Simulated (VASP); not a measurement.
Input of a VASP 6.6.1 run:

The input INCAR:

```
  PREC = Accurate
  ENCUT = 520
  EDIFF = 1E-6
  ISMEAR = -1
  SIGMA = 0.05
  LREAL = False
  LASPH = True
  NELM = 100
  ALGO = Normal
  ISIF = 2
  LWAVE = False
  LCHARG = False
  GGA = PE
  IVDW = 13
  NBANDS = 18
```

Contents of KPOINTS:

```
regular mesh
0
Gamma
  9 9 9
```

File POSCAR:

```
HfO2
1.0
    0.0000000000      2.6076597933      2.6076597933
    2.6076597933      0.0000000000      2.6076597933
    2.6076597933      2.6076597933      0.0000000000
Hf O
1 2
Direct
    0.0000000000      0.0000000000      0.0000000000
    0.7500000000      0.7500000000      0.7500000000
    0.2500000000      0.2500000000      0.2500000000
```

Potentials or basis: VASP PAW PBE potentials, release 64 (Hf_pv, O).

Launch:

```bash
$ cat potpaw_PBE.64/Hf_pv/POTCAR potpaw_PBE.64/O/POTCAR > POTCAR
$ mpirun -np 1 vasp_std > vasp.out
```

Task: What does it give for the dispersion energy per atom?

Result: -0.177 eV.

Task: Predict the band gap on the k mesh.

Result: 3.66 eV, indirect (least direct gap 3.77 eV).

Task: What does it give for the pressure?

Result: -20.3 GPa.

Caveat: spin-orbit coupling is left out, which moves the levels of the heavy elements. A k mesh can miss the band edges.
